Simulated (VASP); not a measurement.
# KCl (Pm-3m) in VASP: further runs

Aim: see how the results for KCl move with the level of theory and the settings. Levels: LDA, PBE, r2SCAN, HSE06. Tasks: single point.

Program: VASP 6.6.1. These are calculated values, not measurements. Logs are shortened: lines on timing, memory, paths and dates and some standing lists are left out, and cuts for length are marked.

### 1 The cell of the first run

The structure is cubic, space group Pm-3m (No. 221). Conventional cell: a = 3.771 Å, b = 3.771 Å, c = 3.771 Å, α = 90.00°, β = 90.00°, γ = 90.00°. Within 4.3 Å of K (site symmetry m-3m) lie 8 Cl at 3.27 Å and 6 K at 3.77 Å. Within 4.3 Å of Cl (site symmetry m-3m) lie 8 K at 3.27 Å and 6 Cl at 3.77 Å.

### 2 Single point, LDA

Input file INCAR:

```
PREC = Accurate
ENCUT = 520
EDIFF = 1E-7
ISMEAR = 0
SIGMA = 0.01
LREAL = F
LASPH = T
NELM = 60
ALGO = Normal
ISIF = 2
LWAVE = F
LCHARG = T
GGA = CA
LELF = T
LVHAR = T
NBANDS = 15
```

Input file KPOINTS:

```
regular mesh
0
Gamma
  4 4 4
```

Input file POSCAR:

```
KCl
1.0
    3.7708086025      0.0000000000      0.0000000000
    0.0000000000      3.7708086025      0.0000000000
    0.0000000000      0.0000000000      3.7708086025
K Cl
1 1
Direct
    0.0000000000      0.0000000000      0.0000000000
    0.5000000000      0.5000000000      0.5000000000
```

Potentials or basis: VASP PAW LDA potentials, release 64 (K_sv, Cl).

The run is started by

```
> cat potpaw_LDA.64/K_sv/POTCAR potpaw_LDA.64/Cl/POTCAR > POTCAR
> mpirun -np 1 vasp_std > vasp.out
```

OUTCAR:

```text
PREC = Accurate
   ENCUT = 520
   EDIFF = 1E-7
   ISMEAR = 0
   LREAL = F
   LASPH = T
   NELM = 60
   ISIF = 2
   GGA = CA

 ion  position               nearest neighbor table
   1  0.000  0.000  0.000-
   2  0.500  0.500  0.500-

  LATTYP: Found a simple cubic cell.
 ALAT       =     3.7708086025

  Lattice vectors:

 A1 = (   3.7708086025,   0.0000000000,   0.0000000000)
 A2 = (   0.0000000000,   3.7708086025,   0.0000000000)
 A3 = (   0.0000000000,   0.0000000000,   3.7708086025)

Analysis of symmetry for initial positions (statically):
=====================================================================
 Subroutine PRICEL returns:
 Original cell was already a primitive cell.

 Routine SETGRP: Setting up the symmetry group for a
 simple cubic supercell.

 Subroutine GETGRP returns: Found 48 space group operations
 (whereof 48 operations were pure point group operations)
 out of a pool of 48 trial point group operations.

The static configuration has the point symmetry O_h .

Analysis of symmetry for dynamics (positions and initial velocities):
=====================================================================
 Subroutine PRICEL returns:
 Original cell was already a primitive cell.

 Routine SETGRP: Setting up the symmetry group for a
 simple cubic supercell.

 Subroutine GETGRP returns: Found 48 space group operations
 (whereof 48 operations were pure point group operations)
 out of a pool of 48 trial point group operations.

The dynamic configuration has the point symmetry O_h .

 Subroutine INISYM returns: Found 48 space group operations
 (whereof 48 operations are pure point group operations),
 and found     1 'primitive' translations

----------------------------------------------------------------------------------------

                                     Primitive cell

  volume of cell :      53.6171

  direct lattice vectors                    reciprocal lattice vectors
     3.770808602  0.000000000  0.000000000     0.265195109  0.000000000  0.000000000
     0.000000000  3.770808602  0.000000000     0.000000000  0.265195109  0.000000000
     0.000000000  0.000000000  3.770808602     0.000000000  0.000000000  0.265195109

  length of vectors
     3.770808602  3.770808602  3.770808602     0.265195109  0.265195109  0.265195109

  position of ions in fractional coordinates (direct lattice)
     0.000000000  0.000000000  0.000000000
     0.500000000  0.500000000  0.500000000

  ion indices of the primitive-cell ions
   primitive index   ion index
                 1           1
                 2           2

----------------------------------------------------------------------------------------

 KPOINTS: regular mesh

Automatic generation of k-mesh.
 Grid dimensions read from file:
 generate k-points for:    4    4    4

 Generating k-lattice:

  Cartesian coordinates                     Fractional coordinates (reciprocal lattice)
     0.066298777  0.000000000  0.000000000     0.250000000  0.000000000  0.000000000
     0.000000000  0.066298777  0.000000000     0.000000000  0.250000000  0.000000000
     0.000000000  0.000000000  0.066298777     0.000000000  0.000000000  0.250000000

  Length of vectors
     0.066298777  0.066298777  0.066298777

  Shift w.r.t. Gamma in fractional coordinates (k-lattice)
     0.000000000  0.000000000  0.000000000

 Subroutine IBZKPT returns following result:
 ===========================================

 Found     10 irreducible k-points:

 Following reciprocal coordinates:
            Coordinates               Weight
  0.000000  0.000000  0.000000      1.000000
  0.250000  0.000000  0.000000      6.000000
  0.500000  0.000000  0.000000      3.000000
  0.250000  0.250000  0.000000     12.000000
  0.500000  0.250000  0.000000     12.000000
  0.500000  0.500000  0.000000      3.000000
  0.250000  0.250000  0.250000      8.000000
  0.500000  0.250000  0.250000     12.000000
  0.500000  0.500000  0.250000      6.000000
  0.500000  0.500000  0.500000      1.000000
   k-points           NKPTS =     10   k-points in BZ     NKDIM =     10   number of bands    NBANDS=     15
   number of dos      NEDOS =    301   number of ions     NIONS =      2
   total plane-waves  NPLWV =  21952
   dimension x,y,z NGX =    28 NGY =   28 NGZ =   28
   dimension x,y,z NGXF=    56 NGYF=   56 NGZF=   56
   ions per type =               1   1
   NGX,Y,Z   is equivalent  to a cutoff of  12.34, 12.34, 12.34 a.u.
   NGXF,Y,Z  is equivalent  to a cutoff of  24.69, 24.69, 24.69 a.u.
 SYSTEM =  unknown system
   PREC   = accura    normal or accurate (medium, high low for compatibility)
   ISTART =      0    job   : 0-new  1-cont  2-samecut
   ICHARG =      2    charge: 1-file 2-atom 10-const
   ISPIN  =      1    spin polarized calculation?
   LNONCOLLINEAR =      F non collinear calculations
   LSORBIT =      F    spin-orbit coupling
   LASPH  =      T    aspherical Exc in radial PAW
   ENCUT  =  520.0 eV  38.22 Ry    6.18 a.u.   7.01  7.01  7.01*2*pi/ulx,y,z
   NELM   =     60;   NELMIN=  2; NELMDL= -5     # of ELM steps
   EDIFF  = 0.1E-06   stopping-criterion for ELM
   LREAL  =      F    real-space projection
   EDIFFG = 0.1E-05   stopping-criterion for IOM
   NSW    =      0    number of steps for IOM
   IBRION =     -1    ionic relax: 0-MD 1-quasi-New 2-CG
   NFREE  =      0    steps in history (QN), initial steepest desc. (CG)
   ISIF   =      2    stress and relaxation
   ISYM   =      2    0-nonsym 1-usesym 2-fastsym
   POTIM  = 0.5000    time-step for ionic-motion
   TEBEG  =    0.0;   TEEND  =   0.0 temperature during run
   PSTRESS=    0.0 pullay stress
   NELECT =      16.0000    total number of electrons
   NUPDOWN=      -1.0000    fix difference up-down
   EMIN   =  10.00;   EMAX   =-10.00  energy-range for DOS
   EFERMI =   0.00;   METHOD = LEGACY
   ISMEAR =     0;   SIGMA  =   0.01  broadening in eV -4-tet -1-fermi 0-gaus
   EFERMI_NEDOS =   21; number of points for ismear=-14 and -15
   IALGO  =     38    algorithm
   IMIX   =      4    mixing-type and parameters
     AMIX     =   0.40;   BMIX     =  1.00
     AMIX_MAG =   1.60;   BMIX_MAG =  1.00
  volume/ion in A,a.u.               =      26.81       180.91
  Fermi-wavevector in a.u.,A,eV,Ry     =   1.093991  2.067343 16.283668  1.196816
  Thomas-Fermi vector in A             =   2.230287
   LORBIT       =      0    0 simple, 1 ext, 2 COOP (PROOUT), +10 PAW based schemes
   GGA     = CA    functional components
   LHFCALC =     F    Hartree Fock is set to
   AEXX    =    0.0000 exact exchange contribution
   IVDW    =     0    specifies the selected vdW correction
   LEPSILON=     F    determine dielectric tensor
   LRPA    =     F    only Hartree local field effects (RPA)
 non-spin polarized calculation
 Gauss-broadening in eV      SIGMA  =   0.01
  energy-cutoff  :      520.00
  volume of cell :       53.62
 maximum number of plane-waves:      1472
   NGX = 15   NGY = 15   NGZ = 15

 number of electron      15.9999999 magnetization

 Free energy of the ion-electron system (eV)
  ---------------------------------------------------
  ext. energy  EPLUGINS =         0.00000000
  ---------------------------------------------------
  free energy    TOTEN  =        -7.30288665 eV

  energy without entropy =       -7.30288665  energy(sigma->0) =       -7.30288665

 E-fermi :  -0.7282     XC(G=0):  -8.8568

 val. band max:       -0.7901963150   @ k =   0.5000   0.5000   0.0000
 cond. band min:       3.8023085425   @ k =   0.0000   0.0000   0.0000
 fundamental gap:      4.5925048574
 Fermi energy:        -0.7281559843

 k-point     1 :       0.0000    0.0000    0.0000
  band No.  band energies     occupation
      1     -28.3873      2.00000
      2     -13.3807      2.00000
      3     -11.9950      2.00000
      4     -11.9950      2.00000
      5     -11.9950      2.00000
      6      -1.0125      2.00000
      7      -1.0125      2.00000
      8      -1.0125      2.00000
      9       3.8023      0.00000
     10       5.3928      0.00000
     11       5.3928      0.00000
     12       9.8303      0.00000
     13       9.8303      0.00000
     14       9.8303      0.00000
     15      12.9207      0.00000

 k-point     2 :       0.2500    0.0000    0.0000
  band No.  band energies     occupation
      1     -28.3741      2.00000
      2     -13.4773      2.00000
      3     -11.9749      2.00000
      4     -11.9749      2.00000
      5     -11.9218      2.00000
      6      -2.0296      2.00000
      7      -1.0252      2.00000
      8      -1.0252      2.00000
      9       5.0914      0.00000
     10       5.9125      0.00000
     11       6.5968      0.00000
     12       9.6526      0.00000
     13       9.6526      0.00000
     14      10.1207      0.00000
     15      10.9360      0.00000

 k-point     3 :       0.5000    0.0000    0.0000
  band No.  band energies     occupation
      1     -28.3609      2.00000
      2     -13.5784      2.00000
      3     -11.9547      2.00000
      4     -11.9547      2.00000
      5     -11.8337      2.00000
      6      -2.7935      2.00000
      7      -1.0397      2.00000
      8      -1.0397      2.00000
      9       6.7896      0.00000
     10       6.8261      0.00000
     11       7.4191      0.00000
     12       9.0913      0.00000
     13       9.6851      0.00000
     14       9.6851      0.00000
     15      10.4854      0.00000
[... 91 lines left out ...]
 k-point     9 :       0.5000    0.5000    0.2500
  band No.  band energies     occupation
      1     -28.3253      2.00000
      2     -12.9854      2.00000
      3     -12.2435      2.00000
      4     -12.2435      2.00000
      5     -12.0682      2.00000
      6      -2.2010      2.00000
      7      -2.2010      2.00000
      8      -1.6264      2.00000
      9       6.1549      0.00000
     10       7.7330      0.00000
     11       7.8124      0.00000
     12       7.8124      0.00000
     13       9.8420      0.00000
     14       9.8420      0.00000
     15      11.5643      0.00000

 k-point    10 :       0.5000    0.5000    0.5000
  band No.  band energies     occupation
      1     -28.3139      2.00000
      2     -12.8996      2.00000
      3     -12.2071      2.00000
      4     -12.2071      2.00000
      5     -12.2071      2.00000
      6      -2.2933      2.00000
      7      -2.2933      2.00000
      8      -2.2933      2.00000
      9       7.8261      0.00000
     10       7.8261      0.00000
     11       7.8261      0.00000
     12       9.1077      0.00000
     13       9.1077      0.00000
     14       9.1077      0.00000
     15      11.6270      0.00000

------------------------ aborting loop because EDIFF is reached ----------------------------------------

  FORCE on cell =-STRESS in cart. coord.  units (eV):
  Direction    XX          YY          ZZ          XY          YZ          ZX
  --------------------------------------------------------------------------------------
  -------------------------------------------------------------------------------------
  Total       -0.7827001     -0.7827001     -0.7827001     -0.0000000      0.0000000      0.0000000
  in kB      -23.3885065    -23.3885065    -23.3885065     -0.0000000      0.0000000      0.0000000
  external PRESSURE =     -23.3885065 kB  Pullay stress =       0.0000000 kB

 VOLUME and BASIS-vectors are now :
 -----------------------------------------------------------------------------
  energy-cutoff  :      520.00
  volume of cell :       53.62
      direct lattice vectors                 reciprocal lattice vectors
     3.770808602  0.000000000  0.000000000     0.265195109  0.000000000  0.000000000
     0.000000000  3.770808602  0.000000000     0.000000000  0.265195109  0.000000000
     0.000000000  0.000000000  3.770808602     0.000000000  0.000000000  0.265195109

 POSITION                                       TOTAL-FORCE (eV/Angst)
 -----------------------------------------------------------------------------------
      0.00000      0.00000      0.00000         0.000000      0.000000      0.000000
      1.88540      1.88540      1.88540         0.000000      0.000000      0.000000
 -----------------------------------------------------------------------------------
    total drift:                               -0.000000      0.000000      0.000000

  FREE ENERGIE OF THE ION-ELECTRON SYSTEM (eV)
  ---------------------------------------------------
  free  energy   TOTEN  =        -7.3028866521 eV

  energy  without entropy=       -7.3028866521  energy(sigma->0) =       -7.30288665
```

Run time: 13 s. Hardware: 1 thread of Intel Xeon 8259CL, shared host; peak memory 0.14 GiB.

What came out:

```yaml
Free_energy: -7.3029 eV
Pressure: -2.3 GPa
Band_gap_on_the_k_mesh: 4.59 eV, indirect (least direct gap 4.81 eV)
```

Levels at points of the mesh, in eV from the valence-band top:
| k point | band 6 | band 7 | band 8 | band 9 | band 10 | band 11 |
| --- | --- | --- | --- | --- | --- | --- |
| (0.00, 0.00, 0.00) | -0.22 | -0.22 | -0.22 | 4.59 | 6.18 | 6.18 |
| (0.50, 0.00, 0.00) | -2.00 | -0.25 | -0.25 | 7.58 | 7.62 | 8.21 |
| (0.50, 0.50, 0.00) | -1.32 | -1.32 | 0.00 | 5.84 | 7.04 | 8.75 |
| (0.50, 0.50, 0.50) | -1.50 | -1.50 | -1.50 | 8.62 | 8.62 | 8.62 |

### 3 Single point, PBE

Input file INCAR:

```
SYSTEM = KCl
ALGO = Normal
EDIFF = 1E-7
ENCUT = 520
GGA = PE
ISIF = 2
ISMEAR = 0
LASPH = .True.
LCHARG = .False.
LREAL = .False.
LWAVE = .False.
NBANDS = 15
NELM = 80
PREC = Accurate
SIGMA = 0.01
```

Input file KPOINTS:

```
k-points
0
Gamma
  4 4 4
  0 0 0
```

POSCAR is that of step 2.

Potentials or basis: VASP PAW PBE potentials, release 64 (K_sv, Cl).

The run is started by

```
> cat potpaw_PBE.64/K_sv/POTCAR potpaw_PBE.64/Cl/POTCAR > POTCAR
> mpirun -np 1 vasp_std > vasp.out
```

OUTCAR:

```text
SYSTEM = KCl
   EDIFF = 1E-7
   ENCUT = 520
   GGA = PE
   ISIF = 2
   ISMEAR = 0
   LASPH = .True.
   LREAL = .False.
   NELM = 80
   PREC = Accurate

 ion  position               nearest neighbor table
   1  0.000  0.000  0.000-
   2  0.500  0.500  0.500-

  LATTYP: Found a simple cubic cell.
 ALAT       =     3.7708086025

  Lattice vectors:

 A1 = (   3.7708086025,   0.0000000000,   0.0000000000)
[... 347 lines left out ...]
     15      11.9324      0.00000

------------------------ aborting loop because EDIFF is reached ----------------------------------------

  FORCE on cell =-STRESS in cart. coord.  units (eV):
  Direction    XX          YY          ZZ          XY          YZ          ZX
  --------------------------------------------------------------------------------------
  -------------------------------------------------------------------------------------
  Total        0.3778660      0.3778660      0.3778660      0.0000000      0.0000000     -0.0000000
  in kB       11.2913253     11.2913253     11.2913253      0.0000000      0.0000000     -0.0000000
  external PRESSURE =      11.2913253 kB  Pullay stress =       0.0000000 kB

 VOLUME and BASIS-vectors are now :
 -----------------------------------------------------------------------------
  energy-cutoff  :      520.00
  volume of cell :       53.62
      direct lattice vectors                 reciprocal lattice vectors
     3.770808602  0.000000000  0.000000000     0.265195109  0.000000000  0.000000000
     0.000000000  3.770808602  0.000000000     0.000000000  0.265195109  0.000000000
     0.000000000  0.000000000  3.770808602     0.000000000  0.000000000  0.265195109

 POSITION                                       TOTAL-FORCE (eV/Angst)
 -----------------------------------------------------------------------------------
      0.00000      0.00000      0.00000         0.000000      0.000000      0.000000
      1.88540      1.88540      1.88540         0.000000      0.000000      0.000000
 -----------------------------------------------------------------------------------
    total drift:                               -0.000000      0.000000      0.000000

  FREE ENERGIE OF THE ION-ELECTRON SYSTEM (eV)
  ---------------------------------------------------
  free  energy   TOTEN  =        -6.6426808965 eV

  energy  without entropy=       -6.6426808965  energy(sigma->0) =       -6.64268090
```

OSZICAR:

```text
N       E                     dE             d eps       ncg     rms          rms(c)
DAV:   1     0.981084209417E+02    0.98108E+02   -0.73154E+03   300   0.982E+02
DAV:   2    -0.133364709174E+01   -0.99442E+02   -0.91948E+02   405   0.237E+02
DAV:   3    -0.674423521068E+01   -0.54106E+01   -0.53895E+01   377   0.500E+01
DAV:   4    -0.694386990322E+01   -0.19963E+00   -0.19960E+00   472   0.837E+00
DAV:   5    -0.694549447408E+01   -0.16246E-02   -0.16246E-02   398   0.850E-01    0.310E+00
DAV:   6    -0.667330414347E+01    0.27219E+00   -0.28979E-01   356   0.322E+00    0.259E+00
DAV:   7    -0.664030230958E+01    0.33002E-01   -0.89213E-02   384   0.198E+00    0.154E+00
DAV:   8    -0.664239149662E+01   -0.20892E-02   -0.17356E-02   404   0.996E-01    0.193E-01
DAV:   9    -0.664243715785E+01   -0.45661E-04   -0.72404E-04   398   0.187E-01    0.103E-01
DAV:  10    -0.664268206397E+01   -0.24491E-03   -0.32299E-04   335   0.145E-01    0.231E-02
DAV:  11    -0.664268103738E+01    0.10266E-05   -0.72208E-06   443   0.202E-02    0.107E-02
DAV:  12    -0.664268085917E+01    0.17821E-06   -0.24752E-06   356   0.130E-02    0.152E-03
DAV:  13    -0.664268089647E+01   -0.37295E-07   -0.83686E-08   319   0.270E-03
   1 F= -.66426809E+01 E0= -.66426809E+01  d E =-.237998E-15
```

Run time: 16 s. Hardware: 1 thread of Intel Xeon 8259CL, shared host; peak memory 0.15 GiB.

What came out:

```yaml
Free_energy: -6.6427 eV
Pressure: 1.1 GPa
Band_gap_on_the_k_mesh: 5.03 eV, indirect (least direct gap 5.24 eV)
```

Levels at points of the mesh, in eV from the valence-band top:
| k point | band 6 | band 7 | band 8 | band 9 | band 10 | band 11 |
| --- | --- | --- | --- | --- | --- | --- |
| (0.00, 0.00, 0.00) | -0.21 | -0.21 | -0.21 | 5.03 | 6.52 | 6.52 |
| (0.50, 0.00, 0.00) | -1.90 | -0.24 | -0.24 | 7.94 | 7.97 | 8.54 |
| (0.50, 0.50, 0.00) | -1.27 | -1.27 | 0.00 | 6.22 | 7.35 | 8.99 |
| (0.50, 0.50, 0.50) | -1.44 | -1.44 | -1.44 | 8.98 | 8.98 | 8.98 |

A k mesh can miss the band edges.

### 4 Single point, r2SCAN

POSCAR is that of step 3.

Input file INCAR.step1:

```
PREC = Accurate
ENCUT = 520
ISMEAR = 0
SIGMA = 0.01
LREAL = False
LASPH = True
NELM = 100
NBANDS = 15
GGA = PE
ALGO = Normal
EDIFF = 1E-4
LWAVE = True
LCHARG = False
```

Input file INCAR.step2:

```
PREC = Accurate
ENCUT = 520
EDIFF = 1E-7
ISMEAR = 0
SIGMA = 0.01
LREAL = False
LASPH = True
NELM = 100
ALGO = Normal
ISIF = 2
LWAVE = False
LCHARG = True
METAGGA = R2SCAN
LMIXTAU = True
LELF = True
LVHAR = True
NBANDS = 15
ISTART = 1
```

Input file KPOINTS:

```
regular mesh
0
Gamma
  4 4 4
```

The run is started by

```
> cat potpaw_PBE.64/K_sv/POTCAR potpaw_PBE.64/Cl/POTCAR > POTCAR
> cp INCAR.step1 INCAR
> mpirun -np 1 vasp_std > vasp.out
> cp INCAR.step2 INCAR
> mpirun -np 1 vasp_std > vasp.out
```

It took 81 s on 1 thread of Intel Xeon 8259CL, shared host; peak memory 0.16 GiB.

It converged, with:

```yaml
Free_energy: -16.4056 eV
Pressure: 0.0 GPa
Band_gap_on_the_k_mesh: 5.81 eV, indirect (least direct gap 6.02 eV)
```

Levels at points of the mesh, in eV from the valence-band top:
| k point | band 6 | band 7 | band 8 | band 9 | band 10 | band 11 |
| --- | --- | --- | --- | --- | --- | --- |
| (0.00, 0.00, 0.00) | -0.22 | -0.22 | -0.22 | 5.81 | 7.09 | 7.09 |
| (0.50, 0.00, 0.00) | -1.90 | -0.23 | -0.23 | 8.55 | 8.73 | 9.32 |
| (0.50, 0.50, 0.00) | -1.30 | -1.30 | 0.00 | 6.86 | 8.08 | 9.73 |
| (0.50, 0.50, 0.50) | -1.45 | -1.45 | -1.45 | 9.67 | 9.67 | 9.67 |

Caveat: the PAW data sets were made with another functional, which shifts forces and pressure a little. A k mesh can miss the band edges.

(Continued in part 2 of 2.)
